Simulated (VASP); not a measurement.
# TaN (P6/mmm) in VASP: further runs

Runs on TaN. Level: LDA. Tasks: single point.

All numbers are computed with VASP 6.6.1; they aren't measurements. Logs are shortened: lines on timing, memory, paths and dates and some standing lists are left out, and cuts for length are marked.

## 1. The cell of the first run

It takes space group P6/mmm (No. 191, hexagonal). The conventional cell has a = 5.191 Å, b = 5.191 Å, c = 2.908 Å, α = 90.00°, β = 90.00°, γ = 120.00°. Within 3.4 Å of Ta (site symmetry 6/mmm) lie 6 N at 2.60 Å and 14 Ta at 2.91 to 3.33 Å. Within 2.8 Å of Ta (site symmetry -6m2) lie 6 N at 2.09 Å. N (site symmetry mmm) has 6 Ta at 2.09 to 2.60 Å and 4 N at 2.60 Å within 2.8 Å.

## 2. Single point, LDA

The input, INCAR:

```
SYSTEM = TaN
ALGO = Normal
EDIFF = 1E-6
ENCUT = 520
ISIF = 2
ISMEAR = -1
LASPH = .True.
LCHARG = .False.
LREAL = .False.
LWAVE = .False.
NBANDS = 33
NELM = 100
PREC = Accurate
SIGMA = 0.1
```

The input, KPOINTS:

```
k-points
0
Gamma
  3 3 5
  0 0 0
```

The input, POSCAR:

```
TaN
1.0
    5.1910000000      0.0000000000      0.0000000000
   -2.5955000000      4.4955378700      0.0000000000
    0.0000000000      0.0000000000      2.9080000000
Ta N
3 3
Direct
    0.0000000000      0.0000000000      0.0000000000
    0.3333333333      0.6666666667      0.5000000000
    0.6666666667      0.3333333333      0.5000000000
    0.5000000000      0.0000000000      0.0000000000
    0.5000000000      0.5000000000      0.0000000000
    0.0000000000      0.5000000000      0.0000000000
```

Potentials or basis: VASP PAW LDA potentials, release 64 (Ta_pv, N).

Command:

```console
$ cat potpaw_LDA.64/Ta_pv/POTCAR potpaw_LDA.64/N/POTCAR > POTCAR
$ mpirun -np 1 vasp_std > vasp.out
```

OUTCAR:

```text
SYSTEM = TaN
   EDIFF = 1E-6
   ENCUT = 520
   ISIF = 2
   ISMEAR = -1
   LASPH = .True.
   LREAL = .False.
   NELM = 100
   PREC = Accurate

 ion  position               nearest neighbor table
   1  0.000  0.000  0.000-   5 2.60   6 2.60   6 2.60   5 2.60   4 2.60   4 2.60   2 3.33   3 3.33
                             2 3.33   3 3.33   2 3.33   2 3.33   3 3.33   3 3.33   2 3.33   3 3.33
   2  0.333  0.667  0.500-   4 2.09   4 2.09   6 2.09   6 2.09   5 2.09   5 2.09   3 3.00   3 3.00
                             3 3.00   1 3.33   1 3.33   1 3.33   1 3.33   1 3.33   1 3.33
   3  0.667  0.333  0.500-   4 2.09   4 2.09   6 2.09   6 2.09   5 2.09   5 2.09   2 3.00   2 3.00
                             2 3.00   1 3.33   1 3.33   1 3.33   1 3.33   1 3.33   1 3.33
   4  0.500  0.000  0.000-   2 2.09   3 2.09   2 2.09   3 2.09   1 2.60   1 2.60
   5  0.500  0.500  0.000-   2 2.09   3 2.09   2 2.09   3 2.09   1 2.60   1 2.60
   6  0.000  0.500  0.000-   2 2.09   3 2.09   2 2.09   3 2.09   1 2.60   1 2.60

  LATTYP: Found a hexagonal cell.
 ALAT       =     5.1910000000
 C/A-ratio  =     0.5602003468

  Lattice vectors:

 A1 = (   5.1910000000,   0.0000000000,   0.0000000000)
 A2 = (  -2.5955000000,   4.4955378700,   0.0000000000)
 A3 = (   0.0000000000,   0.0000000000,   2.9080000000)

Analysis of symmetry for initial positions (statically):
=====================================================================
 Subroutine PRICEL returns:
 Original cell was already a primitive cell.

 Routine SETGRP: Setting up the symmetry group for a
 hexagonal supercell.

 Subroutine GETGRP returns: Found 24 space group operations
 (whereof 24 operations were pure point group operations)
 out of a pool of 24 trial point group operations.

The static configuration has the point symmetry D_6h.

Analysis of symmetry for dynamics (positions and initial velocities):
=====================================================================
 Subroutine PRICEL returns:
 Original cell was already a primitive cell.

 Routine SETGRP: Setting up the symmetry group for a
 hexagonal supercell.

 Subroutine GETGRP returns: Found 24 space group operations
 (whereof 24 operations were pure point group operations)
 out of a pool of 24 trial point group operations.

The dynamic configuration has the point symmetry D_6h.

 Subroutine INISYM returns: Found 24 space group operations
 (whereof 24 operations are pure point group operations),
 and found     1 'primitive' translations

----------------------------------------------------------------------------------------

                                     Primitive cell

  volume of cell :      67.8621

  direct lattice vectors                    reciprocal lattice vectors
     5.191000000  0.000000000  0.000000000     0.192641110  0.111221397  0.000000000
    -2.595500000  4.495537870  0.000000000     0.000000000  0.222442793  0.000000000
     0.000000000  0.000000000  2.908000000     0.000000000  0.000000000  0.343878955

  length of vectors
     5.191000000  5.190999999  2.908000000     0.222442793  0.222442793  0.343878955

  position of ions in fractional coordinates (direct lattice)
     0.000000000  0.000000000  0.000000000
     0.333333333  0.666666667  0.500000000
     0.666666667  0.333333333  0.500000000
     0.500000000  0.000000000  0.000000000
     0.500000000  0.500000000  0.000000000
     1.000000000  0.500000000  0.000000000

  ion indices of the primitive-cell ions
   primitive index   ion index
                 1           1
                 2           2
                 3           3
                 4           4
                 5           5
                 6           6

----------------------------------------------------------------------------------------

 KPOINTS: k-points

Automatic generation of k-mesh.
 Grid dimensions read from file:
 generate k-points for:    3    3    5

 Generating k-lattice:

  Cartesian coordinates                     Fractional coordinates (reciprocal lattice)
     0.064213703  0.037073799  0.000000000     0.333333333  0.000000000  0.000000000
     0.000000000  0.074147598  0.000000000     0.000000000  0.333333333  0.000000000
     0.000000000  0.000000000  0.068775791     0.000000000  0.000000000  0.200000000

  Length of vectors
     0.074147598  0.074147598  0.068775791

  Shift w.r.t. Gamma in fractional coordinates (k-lattice)
     0.000000000  0.000000000  0.000000000

 Subroutine IBZKPT returns following result:
 ===========================================

 Found      9 irreducible k-points:

 Following reciprocal coordinates:
            Coordinates               Weight
  0.000000  0.000000  0.000000      1.000000
  0.333333  0.000000  0.000000      6.000000
  0.333333  0.333333  0.000000      2.000000
  0.000000  0.000000  0.200000      2.000000
  0.333333  0.000000  0.200000     12.000000
  0.333333  0.333333  0.200000      4.000000
  0.000000  0.000000  0.400000      2.000000
  0.333333  0.000000  0.400000     12.000000
  0.333333  0.333333  0.400000      4.000000
   k-points           NKPTS =      9   k-points in BZ     NKDIM =      9   number of bands    NBANDS=     33
   number of dos      NEDOS =    301   number of ions     NIONS =      6
   total plane-waves  NPLWV =  38400
   dimension x,y,z NGX =    40 NGY =   40 NGZ =   24
   dimension x,y,z NGXF=    80 NGYF=   80 NGZF=   48
   ions per type =               3   3
   NGX,Y,Z   is equivalent  to a cutoff of  12.81, 12.81, 13.72 a.u.
   NGXF,Y,Z  is equivalent  to a cutoff of  25.62, 25.62, 27.44 a.u.
 SYSTEM =  TaN
   PREC   = accura    normal or accurate (medium, high low for compatibility)
   ISTART =      0    job   : 0-new  1-cont  2-samecut
   ICHARG =      2    charge: 1-file 2-atom 10-const
   ISPIN  =      1    spin polarized calculation?
   LNONCOLLINEAR =      F non collinear calculations
   LSORBIT =      F    spin-orbit coupling
   LASPH  =      T    aspherical Exc in radial PAW
   ENCUT  =  520.0 eV  38.22 Ry    6.18 a.u.   9.65  9.65  5.41*2*pi/ulx,y,z
   NELM   =    100;   NELMIN=  2; NELMDL= -5     # of ELM steps
   EDIFF  = 0.1E-05   stopping-criterion for ELM
   LREAL  =      F    real-space projection
   EDIFFG = 0.1E-04   stopping-criterion for IOM
   NSW    =      0    number of steps for IOM
   IBRION =     -1    ionic relax: 0-MD 1-quasi-New 2-CG
   NFREE  =      0    steps in history (QN), initial steepest desc. (CG)
   ISIF   =      2    stress and relaxation
   ISYM   =      2    0-nonsym 1-usesym 2-fastsym
   POTIM  = 0.5000    time-step for ionic-motion
   TEBEG  =    0.0;   TEEND  =   0.0 temperature during run
   PSTRESS=    0.0 pullay stress
   NELECT =      48.0000    total number of electrons
   NUPDOWN=      -1.0000    fix difference up-down
   EMIN   =  10.00;   EMAX   =-10.00  energy-range for DOS
   EFERMI =   0.00;   METHOD = LEGACY
   ISMEAR =    -1;   SIGMA  =   0.10  broadening in eV -4-tet -1-fermi 0-gaus
   EFERMI_NEDOS =   21; number of points for ismear=-14 and -15
   IALGO  =     38    algorithm
   IMIX   =      4    mixing-type and parameters
     AMIX     =   0.40;   BMIX     =  1.00
     AMIX_MAG =   1.60;   BMIX_MAG =  1.00
  volume/ion in A,a.u.               =      11.31        76.33
  Fermi-wavevector in a.u.,A,eV,Ry     =   1.458634  2.756418 28.947918  2.127612
  Thomas-Fermi vector in A             =   2.575295
   LORBIT       =      0    0 simple, 1 ext, 2 COOP (PROOUT), +10 PAW based schemes
   GGA     = CA    functional components
   LHFCALC =     F    Hartree Fock is set to
   AEXX    =    0.0000 exact exchange contribution
   IVDW    =     0    specifies the selected vdW correction
   LEPSILON=     F    determine dielectric tensor
   LRPA    =     F    only Hartree local field effects (RPA)
 non-spin polarized calculation
  energy-cutoff  :      520.00
  volume of cell :       67.86
 maximum number of plane-waves:      1839
 NGX is ok and might be reduce to    40
   NGX = 19   NGY = 19   NGZ = 11

 number of electron      48.0000007 magnetization

 Free energy of the ion-electron system (eV)
  ---------------------------------------------------
  ext. energy  EPLUGINS =         0.00000000
  ---------------------------------------------------
  free energy    TOTEN  =       -71.10822628 eV

  energy without entropy =      -70.98772153  energy(sigma->0) =      -71.04797391

 E-fermi :   7.8563     XC(G=0): -13.2729

 val. band max:        7.8049271514   @ k =   0.3333   0.0000   0.2000
 cond. band min:       7.8989564142   @ k =   0.3333   0.0000   0.2000
 fundamental gap:      0.0940292628
 Fermi energy:         7.8563150535

 k-point     1 :       0.0000    0.0000    0.0000
  band No.  band energies     occupation
      1     -27.9509      2.00000
      2     -27.9509      2.00000
      3     -27.5469      2.00000
      4     -27.5469      2.00000
      5     -27.3558      2.00000
      6     -27.2173      2.00000
[... 25 lines left out ...]
     32      11.2960      0.00000
     33      11.2960      0.00000

 k-point     2 :       0.3333    0.0000    0.0000
  band No.  band energies     occupation
      1     -28.0059      2.00000
      2     -27.8857      2.00000
      3     -27.5643      2.00000
      4     -27.4681      2.00000
      5     -27.3257      2.00000
      6     -27.2464      2.00000
[... 25 lines left out ...]
     32      11.5751      0.00000
     33      11.6312      0.00000
[... 214 lines left out ...]
     32      11.7922      0.00000
     33      13.0256      0.00000

 k-point     9 :       0.3333    0.3333    0.4000
  band No.  band energies     occupation
      1     -28.1214      2.00000
      2     -28.1214      2.00000
      3     -27.8592      2.00000
      4     -27.5945      2.00000
      5     -27.5945      2.00000
      6     -27.3259      2.00000
[... 25 lines left out ...]
     32      11.6873      0.00000
     33      13.6329      0.00000

------------------------ aborting loop because EDIFF is reached ----------------------------------------

  FORCE on cell =-STRESS in cart. coord.  units (eV):
  Direction    XX          YY          ZZ          XY          YZ          ZX
  --------------------------------------------------------------------------------------
  -------------------------------------------------------------------------------------
  Total       -0.8525203     -0.8525203     -1.8553291      0.0000000      0.0000000      0.0000000
  in kB      -20.1274252    -20.1274252    -43.8030597      0.0000000      0.0000000      0.0000000
  external PRESSURE =     -28.0193033 kB  Pullay stress =       0.0000000 kB

 VOLUME and BASIS-vectors are now :
 -----------------------------------------------------------------------------
  energy-cutoff  :      520.00
  volume of cell :       67.86
      direct lattice vectors                 reciprocal lattice vectors
     5.191000000  0.000000000  0.000000000     0.192641110  0.111221397  0.000000000
    -2.595500000  4.495537870  0.000000000     0.000000000  0.222442793  0.000000000
     0.000000000  0.000000000  2.908000000     0.000000000  0.000000000  0.343878955

 POSITION                                       TOTAL-FORCE (eV/Angst)
 -----------------------------------------------------------------------------------
      0.00000      0.00000      0.00000        -0.000000      0.000000      0.000000
     -0.00000      2.99703      1.45400        -0.000000     -0.000000     -0.000000
      2.59550      1.49851      1.45400         0.000000      0.000000      0.000000
      2.59550      0.00000      0.00000        -0.000000      0.000000      0.000000
      1.29775      2.24777      0.00000        -0.000000      0.000000      0.000000
     -1.29775      2.24777      0.00000        -0.000000      0.000000      0.000000
 -----------------------------------------------------------------------------------
    total drift:                               -0.000000      0.000000     -0.000000

  FREE ENERGIE OF THE ION-ELECTRON SYSTEM (eV)
  ---------------------------------------------------
  free  energy   TOTEN  =       -71.1082262842 eV

  energy  without entropy=      -70.9877215281  energy(sigma->0) =      -71.04797391
```

It took 52 s on 1 thread of AMD EPYC 7R13, shared host; peak memory 0.13 GiB.

Results:

```yaml
Free_energy: -71.1082 eV
Pressure: -2.8 GPa
Band_gap_on_the_k_mesh: zero (band 24 reaches 8.47 eV, above the bottom of band 25 at 6.76 eV)
```

Stress tensor (GPa, compression positive):
```
-2.01  0.00  0.00
 0.00 -2.01  0.00
 0.00  0.00 -4.38
```

Caveat: the k points lie up to 0.47 Å⁻¹ apart; spin-orbit coupling is left out, which moves the levels of the heavy elements.

## 3. Single point, LDA

The input, INCAR:

```
SYSTEM = TaN
PREC = Accurate
ENCUT = 520
EDIFF = 1E-6
ISMEAR = -1
SIGMA = 0.1
LREAL = .FALSE.
LASPH = .TRUE.
NELM = 100
ALGO = Normal
ISIF = 2
LWAVE = .FALSE.
LCHARG = .FALSE.
NBANDS = 33
```

The input, KPOINTS:

```
regular mesh
0
G
  4 4 6
  0 0 0
```

POSCAR is that of step 2.

Potentials or basis: VASP PAW LDA potentials, release 64 (Ta_pv, N).

Command:

```console
$ cat potpaw_LDA.64/Ta_pv/POTCAR potpaw_LDA.64/N/POTCAR > POTCAR
$ mpirun -np 1 vasp_std > vasp.out
```

Wall time 85 s (1 thread of AMD EPYC 7R13, shared host); peak memory 0.14 GiB.

It converged, with:

```yaml
Free_energy: -71.3130 eV
Pressure: -3.2 GPa
Band_gap_on_the_k_mesh: zero (band 24 reaches 8.88 eV, above the bottom of band 25 at 6.75 eV)
```

Stress tensor (GPa, compression positive):
```
-2.22  0.00  0.00
 0.00 -2.22  0.00
 0.00  0.00 -5.19
```

Levels at points of the mesh, in eV from the Fermi level:
| k point | band 22 | band 23 | band 24 | band 25 | band 26 | band 27 |
| --- | --- | --- | --- | --- | --- | --- |
| (0.00, 0.00, 0.00) | -2.49 | -2.08 | -1.31 | -1.31 | 0.77 | 0.77 |
| (0.50, 0.00, 0.00) | -2.88 | -1.67 | -0.71 | 1.30 | 1.79 | 1.82 |
| (0.00, 0.00, 0.50) | -3.09 | -1.92 | 0.82 | 0.82 | 1.51 | 1.73 |
| (0.50, 0.00, 0.50) | -3.12 | -2.11 | -1.24 | 1.02 | 1.31 | 3.05 |

Caveat: the k points lie up to 0.36 Å⁻¹ apart; spin-orbit coupling is left out, which moves the levels of the heavy elements.

## 4. Single point, LDA

The input, INCAR:

```
PREC     = Accurate       # precision mode
ENCUT    = 520            # plane-wave cutoff, eV
EDIFF    = 1E-6           # SCF threshold, eV
ISMEAR   = -1             # smearing method
SIGMA    = 0.1            # smearing width, eV
LREAL    = F              # projectors in reciprocal space
LASPH    = T              # aspherical terms in the spheres
NELM     = 100            # most SCF steps
ALGO     = Normal         # electronic algorithm
ISIF     = 2              # what is computed and relaxed
LWAVE    = F              # write WAVECAR
LCHARG   = T              # write CHGCAR
LELF     = T              # ELF
LVHAR    = T            
NBANDS   = 33             # bands
```

The input, KPOINTS:

```
Automatic mesh
0
Gamma
  5 5 8
```

POSCAR is that of step 3.

Command:

```console
$ cat potpaw_LDA.64/Ta_pv/POTCAR potpaw_LDA.64/N/POTCAR > POTCAR
$ mpirun -np 1 vasp_std > vasp.out
```

It took 2.1 min on 1 thread of AMD EPYC 7R13, shared host; peak memory 0.16 GiB.

It converged, with:

* Free energy: -71.3599 eV
* Pressure: -3.6 GPa
* Band gap on the k mesh: zero (band 24 reaches 8.91 eV, above the bottom of band 25 at 6.76 eV)

Stress tensor (GPa, compression positive):
```
-2.93  0.00  0.00
 0.00 -2.93  0.00
 0.00  0.00 -5.08
```

Levels at points of the mesh, in eV from the Fermi level:
| k point | band 22 | band 23 | band 24 | band 25 | band 26 | band 27 |
| --- | --- | --- | --- | --- | --- | --- |
| (0.00, 0.00, 0.00) | -2.51 | -2.10 | -1.32 | -1.32 | 0.75 | 0.75 |
| (0.00, 0.00, 0.50) | -3.11 | -1.93 | 0.83 | 0.83 | 1.49 | 1.73 |

Caveat: spin-orbit coupling is left out, which moves the levels of the heavy elements.

## 5. Single point, LDA

The input, INCAR:

```
SYSTEM = TaN
PREC     = Accurate       ! precision mode
ENCUT    = 520            ! plane-wave cutoff, eV
EDIFF    = 1E-6           ! SCF threshold, eV
ISMEAR   = -1             ! smearing method
SIGMA    = 0.1            ! smearing width, eV
LREAL    = .False.        ! projectors in reciprocal space
LASPH    = .True.         ! aspherical terms in the spheres
NELM     = 80             ! most SCF steps
ALGO     = Normal         ! electronic algorithm
ISIF     = 2              ! what is computed and relaxed
LWAVE    = .False.        ! write WAVECAR
LCHARG   = .False.        ! write CHGCAR
NBANDS   = 33             ! bands
```

The input, KPOINTS:

```
regular mesh
0
Gamma
  6 6 10
  0 0 0
```

POSCAR is that of step 4.

Command:

```console
$ cat potpaw_LDA.64/Ta_pv/POTCAR potpaw_LDA.64/N/POTCAR > POTCAR
$ mpirun -np 1 vasp_std > vasp.out
```

It took 3.2 min on 1 thread of AMD EPYC 7R13, shared host; peak memory 0.18 GiB.

The run converged. Its results:

```yaml
Free_energy: -71.3351 eV
Pressure: -3.6 GPa
Band_gap_on_the_k_mesh: zero (band 24 reaches 8.89 eV, above the bottom of band 25 at 6.75 eV)
```

Stress tensor (GPa, compression positive):
```
-3.15  0.00  0.00
 0.00 -3.15  0.00
 0.00  0.00 -4.52
```

Levels at points of the mesh, in eV from the Fermi level:
| k point | band 21 | band 22 | band 23 | band 24 | band 25 | band 26 | band 27 | band 28 |
| --- | --- | --- | --- | --- | --- | --- | --- | --- |
| (0.00, 0.00, 0.00) | -2.90 | -2.40 | -1.97 | -1.21 | -1.21 | 0.87 | 0.87 | 1.32 |
| (0.50, 0.00, 0.00) | -3.28 | -2.80 | -1.58 | -0.61 | 1.40 | 1.87 | 1.91 | 2.36 |
| (0.00, 0.00, 0.50) | -3.00 | -3.00 | -1.82 | 0.93 | 0.93 | 1.61 | 1.84 | 2.59 |
| (0.50, 0.00, 0.50) | -3.30 | -3.00 | -2.00 | -1.12 | 1.12 | 1.41 | 3.14 | 3.48 |

Caveat: spin-orbit coupling is left out, which moves the levels of the heavy elements.

## 6. Overview

```csv
k mesh,gap on the mesh (eV),pressure (GPa)
3 × 3 × 5,none,-2.8
4 × 4 × 6,none,-3.2
5 × 5 × 8,none,-3.6
6 × 6 × 10,none,-3.6
```

Alike in all rows: task single point; level LDA; potentials or basis VASP PAW LDA potentials, release 64 (Ta_pv, N); no spin polarisation; cell as given; cutoff (eV) 520; smearing fermi-dirac 0.1 eV.

Caveats: some runs use coarse meshes; spin-orbit coupling is left out, which moves the levels of the heavy elements.

Total energies depend on the potentials used, so only differences within one code and one set of settings carry meaning.
